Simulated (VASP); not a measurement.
# AlB2Sb3 (Cmc2_1) in VASP: relaxation of cell and atoms with PBE

Aim: the relaxation of cell and atoms of AlB2Sb3 with PBE.

All numbers are computed with VASP 6.6.1; they aren't measurements. Logs are shortened: lines on timing, memory, paths and dates and some standing lists are left out, and cuts for length are marked.

### 1 The cell of the first run

Symmetry: Cmc2_1, No. 36, orthorhombic system. The conventional cell has a = 11.839 Å, b = 6.828 Å, c = 6.454 Å, α = 90.00°, β = 90.00°, γ = 90.00°. Within 3.5 Å of Al (site symmetry m) lie 4 Sb at 2.66 to 2.67 Å. Within 3.0 Å of B (site symmetry 1) lie 4 Sb at 2.30 to 2.33 Å. Sb (site symmetry 1) has 3 B at 2.30 to 2.33 Å and 1 Al at 2.67 Å within 3.0 Å. Within 3.1 Å of Sb (site symmetry m) lie 2 B at 2.31 Å and 2 Al at 2.66 to 2.67 Å.

### 2 Relaxation of cell and atoms, PBE

INCAR reads:

```
SYSTEM = AlB2Sb3
  PREC = Accurate
  ENCUT = 600
  EDIFF = 1E-6
  ISMEAR = 0
  SIGMA = 0.01
  LREAL = .FALSE.
  LASPH = .TRUE.
  NELM = 80
  ALGO = Normal
  ISIF = 3
  LWAVE = .FALSE.
  LCHARG = .FALSE.
  GGA = PE
  IBRION = 2
  NSW = 80
  EDIFFG = -0.001
  KPAR = 4
```

KPOINTS reads:

```
regular mesh
0
G
  6 6 6
  0 0 0
```

POSCAR reads:

```
AlB2Sb3
1.0
    5.9194994376     -3.4139592986      0.0000000000
    5.9194994376      3.4139592986      0.0000000000
    0.0000000000      0.0000000000      6.4537428017
Al B Sb
2 4 6
Direct
    0.1659947488      0.8340052512      0.5004583267
    0.8340052512      0.1659947488      0.0004583267
    0.8269117141      0.5186821765      0.5008303350
    0.4813178235      0.1730882859      0.5008303350
    0.1730882859      0.4813178235      0.0008303350
    0.5186821765      0.8269117141      0.0008303350
    0.1589858258      0.4696917563      0.6403031796
    0.5303082437      0.8410141742      0.6403031796
    0.7848312616      0.2151687384      0.5922746441
    0.8410141742      0.5303082437      0.1403031796
    0.4696917563      0.1589858258      0.1403031796
    0.2151687384      0.7848312616      0.0922746441
```

Potentials or basis: VASP PAW PBE potentials, release 64 (Al, B, Sb).

Started as:

```
> cat potpaw_PBE.64/Al/POTCAR potpaw_PBE.64/B/POTCAR potpaw_PBE.64/Sb/POTCAR > POTCAR
> mpirun -np 4 vasp_std > vasp.out
```

OUTCAR:

```text
SYSTEM = AlB2Sb3
   PREC = Accurate
   ENCUT = 600
   EDIFF = 1E-6
   ISMEAR = 0
   LREAL = .FALSE.
   LASPH = .TRUE.
   NELM = 80
   ISIF = 3
   GGA = PE
   IBRION = 2
   NSW = 80
   EDIFFG = -0.001

 ion  position               nearest neighbor table
   1  0.166  0.834  0.500-  12 2.66   9 2.67   7 2.67   8 2.67
   2  0.834  0.166  0.000-   9 2.66  12 2.67  11 2.67  10 2.67
   3  0.827  0.519  0.501-   8 2.30   7 2.30   9 2.31  10 2.33
   4  0.481  0.173  0.501-   7 2.30   8 2.30   9 2.31  11 2.33
   5  0.173  0.481  0.001-  11 2.30  10 2.30  12 2.31   7 2.33
   6  0.519  0.827  0.001-  10 2.30  11 2.30  12 2.31   8 2.33
   7  0.159  0.470  0.640-   4 2.30   3 2.30   5 2.33   1 2.67   9 3.74   8 3.74   8 3.74   9 3.76
                            12 3.76
   8  0.530  0.841  0.640-   3 2.30   4 2.30   6 2.33   1 2.67   9 3.74   7 3.74   7 3.74   9 3.76
                            12 3.76
   9  0.785  0.215  0.592-   3 2.31   4 2.31   2 2.66   1 2.67   8 3.74   7 3.74   8 3.76   7 3.76
                            11 3.76  10 3.76
  10  0.841  0.530  0.140-   6 2.30   5 2.30   3 2.33   2 2.67  12 3.74  11 3.74  11 3.74  12 3.76
                             9 3.76
  11  0.470  0.159  0.140-   5 2.30   6 2.30   4 2.33   2 2.67  12 3.74  10 3.74  10 3.74  12 3.76
                             9 3.76
  12  0.215  0.785  0.092-   5 2.31   6 2.31   1 2.66   2 2.67  10 3.74  11 3.74  11 3.76  10 3.76
                             8 3.76   7 3.76

  LATTYP: Found a base centered orthorhombic cell.
 ALAT       =     6.8279185972
 B/A-ratio  =     1.7339103721
 C/A-ratio  =     0.9451991423

  Lattice vectors:

 A1 = (  -5.9194994376,  -3.4139592986,   0.0000000000)
 A2 = (   5.9194994376,  -3.4139592986,   0.0000000000)
 A3 = (   0.0000000000,   0.0000000000,   6.4537428017)

Analysis of symmetry for initial positions (statically):
=====================================================================
 Subroutine PRICEL returns:
 Original cell was already a primitive cell.

 Routine SETGRP: Setting up the symmetry group for a
 base centered orthorhombic supercell.

 Subroutine GETGRP returns: Found  4 space group operations
 (whereof  2 operations were pure point group operations)
 out of a pool of  8 trial point group operations.

The static configuration has the point symmetry C_1h.
 The point group associated with its full space group is C_2v.

Analysis of symmetry for dynamics (positions and initial velocities):
=====================================================================
 Subroutine PRICEL returns:
 Original cell was already a primitive cell.

 Routine SETGRP: Setting up the symmetry group for a
[... 138 lines left out ...]
   NELECT =      48.0000    total number of electrons
   NUPDOWN=      -1.0000    fix difference up-down
   EMIN   =  10.00;   EMAX   =-10.00  energy-range for DOS
   EFERMI =   0.00;   METHOD = LEGACY
   ISMEAR =     0;   SIGMA  =   0.01  broadening in eV -4-tet -1-fermi 0-gaus
   EFERMI_NEDOS =   21; number of points for ismear=-14 and -15
   IALGO  =     38    algorithm
   IMIX   =      4    mixing-type and parameters
     AMIX     =   0.40;   BMIX     =  1.00
     AMIX_MAG =   1.60;   BMIX_MAG =  1.00
  volume/ion in A,a.u.               =      21.74       146.69
  Fermi-wavevector in a.u.,A,eV,Ry     =   0.931166  1.759648 11.797195  0.867069
  Thomas-Fermi vector in A             =   2.057630
   LORBIT       =      0    0 simple, 1 ext, 2 COOP (PROOUT), +10 PAW based schemes
   GGA     = PE    functional components
   LHFCALC =     F    Hartree Fock is set to
   AEXX    =    0.0000 exact exchange contribution
   IVDW    =     0    specifies the selected vdW correction
   LEPSILON=     F    determine dielectric tensor
   LRPA    =     F    only Hartree local field effects (RPA)
 conjugate gradient relaxation of ions
 non-spin polarized calculation
 Gauss-broadening in eV      SIGMA  =   0.01
  energy-cutoff  :      600.00
  volume of cell :      260.85
 maximum number of plane-waves:      8762
 NGX is ok and might be reduce to    56
   NGX = 27   NGY = 27   NGZ = 25

--------------------------------------- Ionic step        1  -------------------------------------------

 number of electron      48.0000000 magnetization

 Free energy of the ion-electron system (eV)
  ---------------------------------------------------
  ext. energy  EPLUGINS =         0.00000000
  ---------------------------------------------------
  free energy    TOTEN  =       -55.66591425 eV

  energy without entropy =      -55.66591425  energy(sigma->0) =      -55.66591425

------------------------ aborting loop because EDIFF is reached ----------------------------------------

  FORCE on cell =-STRESS in cart. coord.  units (eV):
  Direction    XX          YY          ZZ          XY          YZ          ZX
  --------------------------------------------------------------------------------------
  -------------------------------------------------------------------------------------
  Total        0.4710949      0.4942658      0.4486230      0.0000000      0.0000000      0.0000000
  in kB        2.8935700      3.0358911      2.7555427      0.0000000      0.0000000      0.0000000
  external PRESSURE =       2.8950013 kB  Pullay stress =       0.0000000 kB
[... 355 lines left out ...]
--------------------------------------- Ionic step        9  -------------------------------------------

 number of electron      48.0000000 magnetization

 Free energy of the ion-electron system (eV)
  ---------------------------------------------------
  ext. energy  EPLUGINS =         0.00000000
  ---------------------------------------------------
  free energy    TOTEN  =       -55.66677091 eV

  energy without entropy =      -55.66677091  energy(sigma->0) =      -55.66677091

 E-fermi :   6.6234     XC(G=0):  -9.4783

 val. band max:        6.5571104864   @ k =   0.0000   0.0000   0.0000
 cond. band min:       7.1511380677   @ k =   0.5000   0.5000   0.0000
 fundamental gap:      0.5940275813
 Fermi energy:         6.6234476765

 k-point     1 :       0.0000    0.0000    0.0000
  band No.  band energies     occupation
      1      -6.1785      2.00000
      2      -4.1349      2.00000
      3      -3.4987      2.00000
      4      -3.4371      2.00000
      5      -3.1453      2.00000
      6      -3.0483      2.00000
[... 805 lines left out ...]
     30       9.0035      0.00000
     31       9.5334      0.00000

 [... further k-points ...]

------------------------ aborting loop because EDIFF is reached ----------------------------------------

  FORCE on cell =-STRESS in cart. coord.  units (eV):
  Direction    XX          YY          ZZ          XY          YZ          ZX
  --------------------------------------------------------------------------------------
  -------------------------------------------------------------------------------------
  Total       -0.0019413     -0.0043366     -0.0051381      0.0000000      0.0000000      0.0000000
  in kB       -0.0118802     -0.0265395     -0.0314441      0.0000000      0.0000000      0.0000000
  external PRESSURE =      -0.0232879 kB  Pullay stress =       0.0000000 kB
[... 27 lines left out ...]
  FREE ENERGIE OF THE ION-ELECTRON SYSTEM (eV)
  ---------------------------------------------------
  free  energy   TOTEN  =       -55.6667709102 eV

  energy  without entropy=      -55.6667709102  energy(sigma->0) =      -55.66677091

 reached required accuracy - stopping structural energy minimisation
```

It took 7.9 min on 4 MPI ranks of Oxide Virtual Turin-like, shared host; peak memory 0.73 GiB.

What came out:

* Free energy: -55.6668 eV
* Relaxed volume: 21.82 Å³/atom
* Relaxed cell: a = 6.842 Å, b = 6.842 Å, c = 6.461 Å, α = 90.00°, β = 90.00°, γ = 59.95°
* Space group after relaxing (to 0.1 Å): Cmc2_1 (No. 36)
* Energy gained by relaxing: 0.1 meV/atom
* Ionic steps: 9
* Pressure after relaxing: 0.0 GPa
* Band gap on the k mesh: 0.59 eV (least direct gap 0.77 eV)

Step by step:
```csv
step,energy change (eV),largest force (eV/Å),pressure (GPa),volume (Å³)
1,0.0000,0.0071,0.29,260.85
2,-0.0006,0.0063,-0.15,262.33
3,-0.0008,0.0050,0.00,261.79
4,-0.0008,0.0050,0.00,261.81
5,-0.0008,0.0056,-0.07,262.07
6,-0.0008,0.0051,-0.01,261.83
7,-0.0009,0.0036,-0.01,261.83
8,-0.0009,0.0022,-0.01,261.83
9,-0.0009,0.0009,0.00,261.80
```

Final structure:
```xyz
12
Lattice="5.9267 -3.4183 0.0000 5.9267 3.4183 0.0000 0.0000 0.0000 6.4613" Properties=species:S:1:pos:R:3 pbc="T T T"
Al    5.9267    2.2832    3.2339
Al    5.9267   -2.2832    0.0033
B     7.9747   -1.0535    3.2357
B     3.8787   -1.0535    3.2357
B     3.8787    1.0535    0.0051
B     7.9747    1.0535    0.0051
Sb    3.7264    1.0625    4.1371
Sb    8.1270    1.0625    4.1371
Sb    5.9267   -1.9479    3.8272
Sb    8.1270   -1.0625    0.9064
Sb    3.7264   -1.0625    0.9064
Sb    5.9267    1.9479    0.5966
```

Levels at points of the mesh, in eV from the valence-band top:
```
           k point  band 22  band 23  band 24  band 25  band 26  band 27
(0.00, 0.00, 0.00)    -0.25    -0.07     0.00     0.77     1.21     1.30
(0.50, 0.00, 0.00)    -1.64    -1.39    -1.18     0.65     2.05     2.18
(0.50, 0.50, 0.00)    -1.61    -1.38    -1.05     0.59     1.93     2.12
(0.00, 0.00, 0.50)    -0.95    -0.91    -0.91     1.38     1.38     1.47
(0.50, 0.00, 0.50)    -2.04    -1.70    -1.70     0.94     0.94     1.87
(0.50, 0.50, 0.50)    -1.98    -1.95    -1.95     0.99     0.99     1.81
```

Caveat: semilocal functionals underestimate gaps, and a narrow one can read as zero; spin-orbit coupling is left out, which moves the levels of the heavy elements. A k mesh can miss the band edges.
